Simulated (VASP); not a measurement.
# HfN (P6_3/mmc) in VASP: further runs

HfN is run at these levels: LDA; tasks: single point.

All numbers are computed with VASP 6.6.1; they aren't measurements. Logs are shortened: lines on timing, memory, paths and dates and some standing lists are left out, and cuts for length are marked.

## 1. The cell of the first run

The structure is hexagonal, space group P6_3/mmc (No. 194). Conventional cell: a = 3.162 Å, b = 3.162 Å, c = 5.464 Å, α = 90.00°, β = 90.00°, γ = 120.00°. Hf (site symmetry -6m2) has 6 N at 2.28 Å within 3.0 Å. Within 3.0 Å of N (site symmetry -3m) lie 6 Hf at 2.28 Å and 2 N at 2.73 Å.

## 2. Single point, LDA

Input file INCAR:

```
PREC     = Accurate       # precision mode
ENCUT    = 520            # plane-wave cutoff, eV
EDIFF    = 1E-7           # SCF threshold, eV
ISMEAR   = -1             # smearing method
SIGMA    = 0.05           # smearing width, eV
LREAL    = False          # projectors in reciprocal space
LASPH    = True           # aspherical terms in the spheres
NELM     = 60             # most SCF steps
ALGO     = Normal         # electronic algorithm
ISIF     = 2              # what is computed and relaxed
LWAVE    = False          # write WAVECAR
LCHARG   = True           # write CHGCAR
GGA      = CA             # functional
LELF     = True           # ELF
LVHAR    = True         
NBANDS   = 23             # bands
```

Input file KPOINTS:

```
regular mesh
0
Gamma
  8 8 4
```

Input file POSCAR:

```
HfN
1.0
    3.1615209470      0.0000000000      0.0000000000
   -1.5807604735      2.7379575141      0.0000000000
    0.0000000000      0.0000000000      5.4644952874
Hf N
2 2
Direct
    0.6666666667      0.3333333333      0.7500000000
    0.3333333333      0.6666666667      0.2500000000
    0.0000000000      0.0000000000      0.0000000000
    0.0000000000      0.0000000000      0.5000000000
```

Potentials or basis: VASP PAW LDA potentials, release 64 (Hf_pv, N).

On the command line:

```console
$ cat potpaw_LDA.64/Hf_pv/POTCAR potpaw_LDA.64/N/POTCAR > POTCAR
$ mpirun -np 1 vasp_std > vasp.out
```

OUTCAR:

```text
PREC = Accurate
   ENCUT = 520
   EDIFF = 1E-7
   ISMEAR = -1
   LREAL = False
   LASPH = True
   NELM = 60
   ISIF = 2
   GGA = CA

 ion  position               nearest neighbor table
   1  0.667  0.333  0.750-   3 2.28   4 2.28   3 2.28   4 2.28   3 2.28   4 2.28   2 3.29   2 3.29
                             2 3.29   2 3.29   2 3.29   2 3.29
   2  0.333  0.667  0.250-   3 2.28   4 2.28   3 2.28   4 2.28   3 2.28   4 2.28   1 3.29   1 3.29
                             1 3.29   1 3.29   1 3.29   1 3.29
   3  0.000  0.000  0.000-   1 2.28   2 2.28   1 2.28   2 2.28   1 2.28   2 2.28
   4  0.000  0.000  0.500-   1 2.28   2 2.28   1 2.28   2 2.28   1 2.28   2 2.28

  LATTYP: Found a hexagonal cell.
 ALAT       =     3.1615209470
 C/A-ratio  =     1.7284387417

  Lattice vectors:

 A1 = (   3.1615209470,   0.0000000000,   0.0000000000)
 A2 = (  -1.5807604735,   2.7379575141,   0.0000000000)
 A3 = (   0.0000000000,   0.0000000000,   5.4644952874)

Analysis of symmetry for initial positions (statically):
=====================================================================
 Subroutine PRICEL returns:
 Original cell was already a primitive cell.

 Routine SETGRP: Setting up the symmetry group for a
 hexagonal supercell.

 Subroutine GETGRP returns: Found 24 space group operations
 (whereof 12 operations were pure point group operations)
 out of a pool of 24 trial point group operations.

The static configuration has the point symmetry D_3d.
 The point group associated with its full space group is D_6h.

Analysis of symmetry for dynamics (positions and initial velocities):
=====================================================================
 Subroutine PRICEL returns:
 Original cell was already a primitive cell.

 Routine SETGRP: Setting up the symmetry group for a
 hexagonal supercell.

 Subroutine GETGRP returns: Found 24 space group operations
 (whereof 12 operations were pure point group operations)
 out of a pool of 24 trial point group operations.

The dynamic configuration has the point symmetry D_3d.
 The point group associated with its full space group is D_6h.

 Subroutine INISYM returns: Found 24 space group operations
 (whereof 12 operations are pure point group operations),
 and found     1 'primitive' translations

----------------------------------------------------------------------------------------

                                     Primitive cell

  volume of cell :      47.3013

  direct lattice vectors                    reciprocal lattice vectors
     3.161520947  0.000000000  0.000000000     0.316303455  0.182617881  0.000000000
    -1.580760474  2.737957514  0.000000000     0.000000000  0.365235762  0.000000000
     0.000000000  0.000000000  5.464495287     0.000000000  0.000000000  0.182999517

  length of vectors
     3.161520947  3.161520998  5.464495287     0.365235768  0.365235762  0.182999517

  position of ions in fractional coordinates (direct lattice)
     0.666666667  0.333333333  0.750000000
     0.333333333  0.666666667  0.250000000
     0.000000000  0.000000000  0.000000000
     0.000000000  0.000000000  0.500000000

  ion indices of the primitive-cell ions
   primitive index   ion index
                 1           1
                 2           2
                 3           3
                 4           4

----------------------------------------------------------------------------------------

 KPOINTS: regular mesh

Automatic generation of k-mesh.
 Grid dimensions read from file:
 generate k-points for:    8    8    4

 Generating k-lattice:

  Cartesian coordinates                     Fractional coordinates (reciprocal lattice)
     0.039537932  0.022827235  0.000000000     0.125000000  0.000000000  0.000000000
     0.000000000  0.045654470  0.000000000     0.000000000  0.125000000  0.000000000
     0.000000000  0.000000000  0.045749879     0.000000000  0.000000000  0.250000000

  Length of vectors
     0.045654471  0.045654470  0.045749879

  Shift w.r.t. Gamma in fractional coordinates (k-lattice)
     0.000000000  0.000000000  0.000000000

 Subroutine IBZKPT returns following result:
 ===========================================

 Found     30 irreducible k-points:

 Following reciprocal coordinates:
            Coordinates               Weight
  0.000000  0.000000  0.000000      1.000000
  0.125000 -0.000000  0.000000      6.000000
  0.250000 -0.000000  0.000000      6.000000
  0.375000 -0.000000  0.000000      6.000000
  0.500000 -0.000000  0.000000      3.000000
  0.125000  0.125000  0.000000      6.000000
[... 16 lines left out ...]
  0.250000 -0.000000  0.500000      6.000000
  0.375000 -0.000000  0.500000      6.000000
 [... further k-points ...]
   k-points           NKPTS =     30   k-points in BZ     NKDIM =     30   number of bands    NBANDS=     23
   number of dos      NEDOS =    301   number of ions     NIONS =      4
   total plane-waves  NPLWV =  24192
   dimension x,y,z NGX =    24 NGY =   24 NGZ =   42
   dimension x,y,z NGXF=    48 NGYF=   48 NGZF=   84
   ions per type =               2   2
   NGX,Y,Z   is equivalent  to a cutoff of  12.62, 12.62, 12.78 a.u.
   NGXF,Y,Z  is equivalent  to a cutoff of  25.24, 25.24, 25.56 a.u.
 SYSTEM =  unknown system
   PREC   = accura    normal or accurate (medium, high low for compatibility)
   ISTART =      0    job   : 0-new  1-cont  2-samecut
   ICHARG =      2    charge: 1-file 2-atom 10-const
   ISPIN  =      1    spin polarized calculation?
   LNONCOLLINEAR =      F non collinear calculations
   LSORBIT =      F    spin-orbit coupling
   LASPH  =      T    aspherical Exc in radial PAW
   ENCUT  =  520.0 eV  38.22 Ry    6.18 a.u.   5.88  5.88 10.16*2*pi/ulx,y,z
   NELM   =     60;   NELMIN=  2; NELMDL= -5     # of ELM steps
   EDIFF  = 0.1E-06   stopping-criterion for ELM
   LREAL  =      F    real-space projection
   EDIFFG = 0.1E-05   stopping-criterion for IOM
   NSW    =      0    number of steps for IOM
   IBRION =     -1    ionic relax: 0-MD 1-quasi-New 2-CG
   NFREE  =      0    steps in history (QN), initial steepest desc. (CG)
   ISIF   =      2    stress and relaxation
   ISYM   =      2    0-nonsym 1-usesym 2-fastsym
   POTIM  = 0.5000    time-step for ionic-motion
   TEBEG  =    0.0;   TEEND  =   0.0 temperature during run
   PSTRESS=    0.0 pullay stress
   NELECT =      30.0000    total number of electrons
   NUPDOWN=      -1.0000    fix difference up-down
   EMIN   =  10.00;   EMAX   =-10.00  energy-range for DOS
   EFERMI =   0.00;   METHOD = LEGACY
   ISMEAR =    -1;   SIGMA  =   0.05  broadening in eV -4-tet -1-fermi 0-gaus
   EFERMI_NEDOS =   21; number of points for ismear=-14 and -15
   IALGO  =     38    algorithm
   IMIX   =      4    mixing-type and parameters
     AMIX     =   0.40;   BMIX     =  1.00
     AMIX_MAG =   1.60;   BMIX_MAG =  1.00
  volume/ion in A,a.u.               =      11.83        79.80
  Fermi-wavevector in a.u.,A,eV,Ry     =   1.406558  2.658009 26.917839  1.978405
  Thomas-Fermi vector in A             =   2.528906
   LORBIT       =      0    0 simple, 1 ext, 2 COOP (PROOUT), +10 PAW based schemes
   GGA     = CA    functional components
   LHFCALC =     F    Hartree Fock is set to
   AEXX    =    0.0000 exact exchange contribution
   IVDW    =     0    specifies the selected vdW correction
   LEPSILON=     F    determine dielectric tensor
   LRPA    =     F    only Hartree local field effects (RPA)
 non-spin polarized calculation
  energy-cutoff  :      520.00
  volume of cell :       47.30
 maximum number of plane-waves:      1300
 NGX is ok and might be reduce to    24
   NGX = 11   NGY = 11   NGZ = 21

 number of electron      30.0000002 magnetization

 Free energy of the ion-electron system (eV)
  ---------------------------------------------------
  ext. energy  EPLUGINS =         0.00000000
  ---------------------------------------------------
  free energy    TOTEN  =       -47.43243319 eV

  energy without entropy =      -47.41341745  energy(sigma->0) =      -47.42292532

 E-fermi :   7.3692     XC(G=0): -12.8563

 val. band max:        7.3545959731   @ k =   0.1250  -0.0000   0.0000
 cond. band min:       7.3825418335   @ k =   0.1250  -0.0000   0.2500
 fundamental gap:      0.0279458604
 Fermi energy:         7.3691833196

 k-point     1 :       0.0000    0.0000    0.0000
  band No.  band energies     occupation
      1     -24.0252      2.00000
      2     -23.2301      2.00000
      3     -23.1319      2.00000
      4     -23.1319      2.00000
      5     -23.0744      2.00000
      6     -23.0744      2.00000
[... 15 lines left out ...]
     22      12.9336      0.00000
     23      12.9336      0.00000

 k-point     2 :       0.1250   -0.0000    0.0000
  band No.  band energies     occupation
      1     -23.9747      2.00000
      2     -23.2541      2.00000
      3     -23.2352      2.00000
      4     -23.1895      2.00000
      5     -23.1689      2.00000
      6     -23.0872      2.00000
[... 15 lines left out ...]
     22      12.4141      0.00000
     23      12.8851      0.00000

 k-point     3 :       0.2500   -0.0000    0.0000
  band No.  band energies     occupation
      1     -23.8417      2.00000
      2     -23.5514      2.00000
      3     -23.4424      2.00000
      4     -23.2571      2.00000
      5     -23.2483      2.00000
      6     -23.1270      2.00000
[... 15 lines left out ...]
     22      12.4576      0.00000
     23      12.6886      0.00000
[... 495 lines left out ...]
 k-point    23 :       0.2500   -0.0000    0.5000
  band No.  band energies     occupation
      1     -23.6806      2.00000
      2     -23.6806      2.00000
      3     -23.3699      2.00000
      4     -23.3699      2.00000
      5     -23.1881      2.00000
      6     -23.1881      2.00000
[... 15 lines left out ...]
     22      12.4415      0.00000
     23      13.6319      0.00000

 k-point    24 :       0.3750   -0.0000    0.5000
  band No.  band energies     occupation
      1     -23.8504      2.00000
      2     -23.8504      2.00000
      3     -23.3974      2.00000
      4     -23.3974      2.00000
      5     -23.2471      2.00000
      6     -23.2471      2.00000
[... 15 lines left out ...]
     22      12.7700      0.00000
     23      14.4558      0.00000

 [... further k-points ...]

------------------------ aborting loop because EDIFF is reached ----------------------------------------

  FORCE on cell =-STRESS in cart. coord.  units (eV):
  Direction    XX          YY          ZZ          XY          YZ          ZX
  --------------------------------------------------------------------------------------
  -------------------------------------------------------------------------------------
  Total       -4.7665623     -4.7665625     -4.8367931     -0.0000000     -0.0000000     -0.0000000
  in kB     -161.4518526   -161.4518596   -163.8306925     -0.0000000     -0.0000000     -0.0000000
  external PRESSURE =    -162.2448015 kB  Pullay stress =       0.0000000 kB

 VOLUME and BASIS-vectors are now :
 -----------------------------------------------------------------------------
  energy-cutoff  :      520.00
  volume of cell :       47.30
      direct lattice vectors                 reciprocal lattice vectors
     3.161520947  0.000000000  0.000000000     0.316303455  0.182617881  0.000000000
    -1.580760474  2.737957514  0.000000000     0.000000000  0.365235762  0.000000000
     0.000000000  0.000000000  5.464495287     0.000000000  0.000000000  0.182999517

 POSITION                                       TOTAL-FORCE (eV/Angst)
 -----------------------------------------------------------------------------------
      1.58076      0.91265      4.09837        -0.000000     -0.000000      0.000000
     -0.00000      1.82531      1.36612         0.000000      0.000000      0.000000
      0.00000      0.00000      0.00000         0.000000      0.000000      0.000000
      0.00000      0.00000      2.73225         0.000000      0.000000      0.000000
 -----------------------------------------------------------------------------------
    total drift:                                0.000000     -0.000000      0.000000

  FREE ENERGIE OF THE ION-ELECTRON SYSTEM (eV)
  ---------------------------------------------------
  free  energy   TOTEN  =       -47.4324331941 eV

  energy  without entropy=      -47.4134174541  energy(sigma->0) =      -47.42292532
```

It took 37 s on 1 thread of AMD EPYC 7R13 (Zen 3), shared host; peak memory 0.13 GiB.

Results:

```
Free energy            : -47.4324 eV
Pressure               : -16.2 GPa
Band gap on the k mesh : zero (band 15 reaches 9.30 eV, above the bottom of band 16 at 7.09 eV)
```

Caveat: spin-orbit coupling is left out, which moves the levels of the heavy elements.

## 3. Single point, LDA

This run uses another cell than the first one, of 12.13 Å³/atom, 1.026 times its volume.

Input file INCAR:

```
SYSTEM = HfN
PREC = Accurate
ENCUT = 520
EDIFF = 1E-7
ISMEAR = -1
SIGMA = 0.05
LREAL = .False.
LASPH = .True.
NELM = 60
ALGO = Normal
ISIF = 2
LWAVE = .False.
LCHARG = .True.
LELF = .True.
LVHAR = .True.
NBANDS = 23
```

Input file KPOINTS:

```
regular mesh
0
Gamma
  8 8 4
  0 0 0
```

Input file POSCAR:

```
HfN
1.0
    3.1886597933      0.0000000000      0.0000000000
   -1.5943298966      2.7614604449      0.0000000000
    0.0000000000      0.0000000000      5.5114031207
Hf N
2 2
Direct
    0.6666666667      0.3333333333      0.7500000000
    0.3333333333      0.6666666667      0.2500000000
    0.0000000000      0.0000000000      0.0000000000
    0.0000000000      0.0000000000      0.5000000000
```

Potentials or basis: VASP PAW LDA potentials, release 64 (Hf_pv, N).

On the command line:

```console
$ cat potpaw_LDA.64/Hf_pv/POTCAR potpaw_LDA.64/N/POTCAR > POTCAR
$ mpirun -np 1 vasp_std > vasp.out
```

Run time: 35 s. Hardware: 1 thread of AMD EPYC 7R13 (Zen 3), shared host; peak memory 0.13 GiB.

Results (log left out):

```yaml
Free_energy: -47.2869 eV
Pressure: -21.8 GPa
Band_gap_on_the_k_mesh: zero (band 15 reaches 9.00 eV, above the bottom of band 16 at 6.88 eV)
```

Stress tensor (GPa, compression positive):
```
-21.69   0.00   0.00
  0.00 -21.69   0.00
  0.00   0.00 -21.98
```

Levels at points of the mesh, in eV from the Fermi level:
| k point | band 12 | band 13 | band 14 | band 15 | band 16 | band 17 | band 18 | band 19 |
| --- | --- | --- | --- | --- | --- | --- | --- | --- |
| (0.00, 0.00, 0.00) | -3.27 | -3.27 | -1.51 | -0.45 | 0.81 | 0.81 | 1.03 | 1.85 |
| (0.50, 0.00, 0.00) | -5.06 | -3.01 | -2.49 | -2.19 | 2.43 | 2.72 | 4.27 | 4.45 |
| (0.00, 0.00, 0.50) | -4.02 | -4.02 | -4.02 | 1.86 | 1.86 | 2.84 | 2.84 | 2.84 |
| (0.50, 0.00, 0.50) | -5.06 | -4.13 | -4.13 | -0.12 | -0.12 | 4.55 | 4.55 | 4.60 |

Caveat: spin-orbit coupling is left out, which moves the levels of the heavy elements.

(Part 1 of 2 ends here.)
